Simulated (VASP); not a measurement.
Runs of VASP 6.6.1 on NbH. The structure is that of space group I4/mmm (No. 139), or close to it. The cells are those of the table. 

| cell | gap on the mesh (eV) | pressure (GPa) |
| --- | --- | --- |
| a = 3.076 Å, angles 115.6, 115.6, 97.7°, 2 atoms | none | -19.7 |
| a = 3.017 Å, angles 115.6, 115.6, 97.7°, 2 atoms | none | -11.2 |
| a = 3.047 Å, angles 115.6, 115.6, 97.7°, 2 atoms | none | (b) |
| a = 2.955 Å, angles 115.6, 115.6, 97.7°, 2 atoms | none | (a) |
| a = 2.986 Å, angles 115.6, 115.6, 97.7°, 2 atoms | none | -5.8 |

Alike in all rows: task single point; level LDA; potentials or basis VASP PAW LDA potentials, release 64 (Nb_sv, H); no spin polarisation; k mesh 13 × 13 × 13; cutoff (eV) 520; smearing methfessel-paxton 0.1 eV.

Q: Fill in the values left out.

A: (a) 0.6; (b) -15.8.

A k mesh can miss the band edges, and the runs leave out spin-orbit coupling on Nb.

A gap of «none» marks levels without a gap at the run's occupations.
